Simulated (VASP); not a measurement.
# Li in VASP: a series of runs

Runs on Li. Level: PBE. Tasks: single point.

All numbers are computed with VASP 6.6.1; they aren't measurements. Logs are shortened: lines on timing, memory, paths and dates and some standing lists are left out, and cuts for length are marked.

### 1 The cell of the first run

The cell holds a cluster in a box, 1 atom: a = 9.000 Å, b = 9.300 Å, c = 9.600 Å, α = 90.00°, β = 90.00°, γ = 90.00°.

### 2 Single point, PBE, collinear spin, ferromagnetic start

Contents of INCAR:

```
PREC = Accurate
ENCUT = 650
EDIFF = 1E-6
ISMEAR = -1
SIGMA = 0.48
LREAL = F
LASPH = T
NELM = 200
ALGO = Normal
ISIF = 2
LWAVE = F
LCHARG = F
ISPIN = 2
MAGMOM = 1
LORBIT = 11
GGA = PE
NBANDS = 12
GGA_COMPAT = F
```

Contents of KPOINTS:

```
regular mesh
0
Gamma
  1 1 1
```

Contents of POSCAR:

```
Li
1.0
    9.0000000000      0.0000000000      0.0000000000
    0.0000000000      9.3000000000      0.0000000000
    0.0000000000      0.0000000000      9.6000000000
Li
1
Direct
    0.4995663100      0.5033063800      0.5033308200
```

Potentials or basis: VASP PAW PBE potentials, release 64 (Li_sv).

The run is started by

```bash
> cat potpaw_PBE.64/Li_sv/POTCAR > POTCAR
> mpirun -np 1 vasp_gam > vasp.out
```

OUTCAR:

```text
PREC = Accurate
   ENCUT = 650
   EDIFF = 1E-6
   ISMEAR = -1
   LREAL = F
   LASPH = T
   NELM = 200
   ISIF = 2
   ISPIN = 2
   LORBIT = 11
   GGA = PE

 ion  position               nearest neighbor table
   1  0.500  0.503  0.503-

  LATTYP: Found a simple orthorhombic cell.
 ALAT       =     9.0000000000
 B/A-ratio  =     1.0333333333
 C/A-ratio  =     1.0666666667

  Lattice vectors:

 A1 = (   9.0000000000,   0.0000000000,   0.0000000000)
 A2 = (   0.0000000000,   9.3000000000,   0.0000000000)
 A3 = (   0.0000000000,   0.0000000000,   9.6000000000)

Analysis of symmetry for initial positions (statically):
=====================================================================
 Subroutine PRICEL returns:
 Original cell was already a primitive cell.

 Routine SETGRP: Setting up the symmetry group for a
 simple orthorhombic supercell.

 Subroutine GETGRP returns: Found  8 space group operations
 (whereof  1 operations were pure point group operations)
 out of a pool of  8 trial point group operations.

The static configuration has the point symmetry C_1 .
 The point group associated with its full space group is D_2h.

Analysis of symmetry for dynamics (positions and initial velocities):
=====================================================================
 Subroutine PRICEL returns:
 Original cell was already a primitive cell.

 Routine SETGRP: Setting up the symmetry group for a
 simple orthorhombic supercell.

 Subroutine GETGRP returns: Found  8 space group operations
 (whereof  1 operations were pure point group operations)
 out of a pool of  8 trial point group operations.

The dynamic configuration has the point symmetry C_1 .
 The point group associated with its full space group is D_2h.

Analysis of structural, dynamic, and magnetic symmetry:
=====================================================================
 Subroutine PRICEL returns:
 Original cell was already a primitive cell.

 Routine SETGRP: Setting up the symmetry group for a
 simple orthorhombic supercell.

 Subroutine GETGRP returns: Found  8 space group operations
 (whereof  1 operations were pure point group operations)
 out of a pool of  8 trial point group operations.

The overall configuration has the point symmetry C_1 .
 The point group associated with its full space group is D_2h.

 Subroutine INISYM returns: Found  8 space group operations
 (whereof  1 operations are pure point group operations),
 and found     1 'primitive' translations

----------------------------------------------------------------------------------------

                                     Primitive cell

[... 85 lines left out ...]
  volume/ion in A,a.u.               =     803.52      5422.42
  Fermi-wavevector in a.u.,A,eV,Ry     =   0.253970  0.479934  0.877589  0.064501
  Thomas-Fermi vector in A             =   1.074596
   LORBIT       =     11    0 simple, 1 ext, 2 COOP (PROOUT), +10 PAW based schemes
   GGA     = PE    functional components
   LHFCALC =     F    Hartree Fock is set to
   AEXX    =    0.0000 exact exchange contribution
   IVDW    =     0    specifies the selected vdW correction
   LEPSILON=     F    determine dielectric tensor
   LRPA    =     F    only Hartree local field effects (RPA)
 spin polarized calculation
  energy-cutoff  :      650.00
  volume of cell :      803.52
 maximum number of plane-waves:     15137
 NGX is ok and might be reduce to    80
   NGX = 37   NGY = 39   NGZ = 39

 number of electron       2.9999999 magnetization      -0.0001873

 number of electron       2.9999999 magnetization       0.0003442

 Free energy of the ion-electron system (eV)
  ---------------------------------------------------
  ext. energy  EPLUGINS =         0.00000000
  ---------------------------------------------------
  free energy    TOTEN  =        -0.77291870 eV

  energy without entropy =        0.13828298  energy(sigma->0) =       -0.31731786

 E-fermi :  -2.9246     XC(G=0):  -1.4220

 val. band max:      -51.9847614206   @ k =   0.0000   0.0000   0.0000
 cond. band min:      -2.8332111169   @ k =   0.0000   0.0000   0.0000
 fundamental gap:     49.1515503038
 Fermi energy:        -2.9245574769

 spin component 1

 k-point     1 :       0.0000    0.0000    0.0000
  band No.  band energies     occupation
      1     -51.9848      1.00000
      2      -2.8332      0.45257
      3      -0.9106      0.01484
      4      -0.8837      0.01404
      5      -0.8521      0.01316
      6      -0.2609      0.00388
      7       0.5806      0.00067
      8       0.6483      0.00058
      9       1.4167      0.00012
     10       1.4967      0.00010
     11       1.5877      0.00008
     12       1.8383      0.00005
 Fermi energy:        -2.9245574769

 spin component 2

 k-point     1 :       0.0000    0.0000    0.0000
  band No.  band energies     occupation
      1     -51.9848      1.00000
      2      -2.8329      0.45243
      3      -0.9104      0.01483
      4      -0.8834      0.01403
      5      -0.8517      0.01315
      6      -0.2610      0.00388
      7       0.5806      0.00067
      8       0.6484      0.00058
      9       1.4167      0.00012
     10       1.4967      0.00010
     11       1.5877      0.00008
     12       1.8384      0.00005

------------------------ aborting loop because EDIFF is reached ----------------------------------------

  FORCE on cell =-STRESS in cart. coord.  units (eV):
  Direction    XX          YY          ZZ          XY          YZ          ZX
  --------------------------------------------------------------------------------------
  -------------------------------------------------------------------------------------
  Total       -0.1559966     -0.1268309     -0.1032056      0.0000000      0.0000000      0.0000000
  in kB       -0.3110492     -0.2528943     -0.2057866      0.0000000      0.0000000      0.0000000
  external PRESSURE =      -0.2565767 kB  Pullay stress =       0.0000000 kB

 VOLUME and BASIS-vectors are now :
 -----------------------------------------------------------------------------
  energy-cutoff  :      650.00
  volume of cell :      803.52
      direct lattice vectors                 reciprocal lattice vectors
     9.000000000  0.000000000  0.000000000     0.111111111  0.000000000  0.000000000
     0.000000000  9.300000000  0.000000000     0.000000000  0.107526882  0.000000000
     0.000000000  0.000000000  9.600000000     0.000000000  0.000000000  0.104166667

 POSITION                                       TOTAL-FORCE (eV/Angst)
 -----------------------------------------------------------------------------------
      4.49610      4.68075      4.83198         0.000000      0.000000      0.000000
 -----------------------------------------------------------------------------------
    total drift:                               -0.000001      0.000003      0.000003

  FREE ENERGIE OF THE ION-ELECTRON SYSTEM (eV)
  ---------------------------------------------------
  free  energy   TOTEN  =        -0.7729187004 eV

  energy  without entropy=        0.1382829838  energy(sigma->0) =       -0.31731786

 total charge

# of ion       s       p       d       tot
------------------------------------------
    1        2.029   0.004   0.000   2.033

 magnetization (x)

# of ion       s       p       d       tot
------------------------------------------
    1        0.000   0.000   0.000   0.000
```

OSZICAR:

```text
N       E                     dE             d eps       ncg     rms          rms(c)
DAV:   1     0.642816491437E+01    0.64282E+01   -0.10800E+03    48   0.696E+01
DAV:   2     0.569179273291E+00   -0.58590E+01   -0.57968E+01    88   0.318E+01
[... 25 lines left out ...]
DAV:  28    -0.772916676874E+00    0.19267E-05   -0.80396E-05    48   0.439E-02    0.268E-03
DAV:  29    -0.772917945187E+00   -0.12683E-05   -0.33088E-05    48   0.265E-02    0.201E-03
DAV:  30    -0.772920774295E+00   -0.28291E-05   -0.27092E-05    48   0.252E-02    0.921E-04
DAV:  31    -0.772920172865E+00    0.60143E-06   -0.20868E-05    48   0.210E-02    0.199E-04
DAV:  32    -0.772918979857E+00    0.11930E-05   -0.85186E-06    48   0.136E-02    0.517E-04
DAV:  33    -0.772918700385E+00    0.27947E-06   -0.23150E-06    48   0.711E-03
   1 F= -.77291870E+00 E0= -.31731786E+00  d E =-.911202E+00  mag=     0.0001
```

It took 7.3 min on 1 thread of Intel Xeon 8259CL, shared host; peak memory 1.3 GiB.

Results:

| Quantity | Value |
| --- | --- |
| Free energy | -0.7729 eV |
| Gap between the frontier levels | 49.15 eV |
| Net moment | 0.00 μB per cell |
| Valence electrons inside the program's atomic spheres | Li 2.03 |

Levels at points of the mesh, in eV from the valence-band top:
Spin up:
```csv
k point,band 1,band 2,band 3,band 4,band 5
"(0.00, 0.00, 0.00)",0.00,49.15,51.07,51.10,51.13
```
Spin down:
```tsv
k point	band 1	band 2	band 3	band 4	band 5	band 6
(0.00, 0.00, 0.00)	0.00	49.15	51.07	51.10	51.13	51.72
```

### 3 Single point, PBE, collinear spin, ferromagnetic start

Contents of INCAR:

```
SYSTEM = Li
ALGO = Normal
EDIFF = 1E-6
ENCUT = 650
GGA = PE
GGA_COMPAT = .FALSE.
ISIF = 2
ISMEAR = -1
ISPIN = 2
LASPH = .TRUE.
LCHARG = .TRUE.
LELF = .TRUE.
LORBIT = 11
LREAL = .FALSE.
LVHAR = .TRUE.
LWAVE = .FALSE.
MAGMOM = 1
NBANDS = 12
NELM = 200
PREC = Accurate
SIGMA = 0.48
```

Contents of KPOINTS:

```
k-points
0
G
  1 1 1
  0 0 0
```

POSCAR is that of step 2.

Potentials or basis: VASP PAW PBE potentials, release 64 (Li_sv).

The run is started by

```bash
> cat potpaw_PBE.64/Li_sv/POTCAR > POTCAR
> mpirun -np 1 vasp_gam > vasp.out
```

Run time: 8.2 min. Hardware: 1 thread of Intel Xeon 8259CL, shared host; peak memory 1.3 GiB.

The run converged. Its results:

```
Free energy                                           : -0.7729 eV
Gap between the frontier levels                       : 49.15 eV
Net moment                                            : 0.00 μB per cell
Valence electrons inside the program's atomic spheres : Li 2.03
```

Levels at points of the mesh, in eV from the valence-band top:
Spin up:
```tsv
k point	band 1	band 2	band 3	band 4	band 5	band 6
(0.00, 0.00, 0.00)	0.00	49.15	51.07	51.10	51.13	51.72
```
Spin down:
| k point | band 1 | band 2 | band 3 | band 4 |
| --- | --- | --- | --- | --- |
| (0.00, 0.00, 0.00) | 0.00 | 49.15 | 51.07 | 51.10 |
